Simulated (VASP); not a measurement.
A run of VASP 6.6.1:

Contents of INCAR:

```
  PREC = Accurate
  ENCUT = 520
  EDIFF = 1E-6
  ISMEAR = 0
  SIGMA = 0.1
  LREAL = F
  LASPH = T
  NELM = 60
  ALGO = Normal
  ISIF = 2
  LWAVE = F
  LCHARG = F
  LDIPOL = T
  IDIPOL = 3
  DIPOL = 0.5 0.5 0.340
  GGA = PE
  NBANDS = 57
```

Contents of KPOINTS:

```
regular mesh
0
Gamma
  6 6 1
```

File POSCAR:

```
Mo6CO
1.0
    4.4695765303      0.0000000000      0.0000000000
   -2.2347882651      3.8707668194      0.0000000000
    0.0000000000      0.0000000000     22.2595667262
Mo C O
6 1 1
Direct
    0.6666666667      0.3333333333      0.1796980170
    0.3333333333      0.6666666667      0.2206848206
    0.0000000000      0.0000000000      0.2616716241
    0.6666666667      0.3333333333      0.2990464568
    0.3333333333      0.6666666667      0.3355219825
    0.0000000000      0.0000000000      0.3710569405
    0.1666666667      0.3333333333      0.5134676190
    0.2964328752      0.5928657504      0.5395238314
```

Potentials or basis: VASP PAW PBE potentials, release 64 (Mo_sv, C, O).

Command:

```bash
$ cat potpaw_PBE.64/Mo_sv/POTCAR potpaw_PBE.64/C/POTCAR potpaw_PBE.64/O/POTCAR > POTCAR
$ mpirun -np 1 vasp_std > vasp.out
```

Hardware: 1 thread of Intel(R) Xeon(R) 6975P-C (Granite Rapids), with other jobs on the host.

How long does it take, and how much memory?

Wall time 7.6 min on 1 thread of Intel(R) Xeon(R) 6975P-C (Granite Rapids), on a shared host, peak memory 0.63 GiB. Counts: scf iterations 31, k points 13.
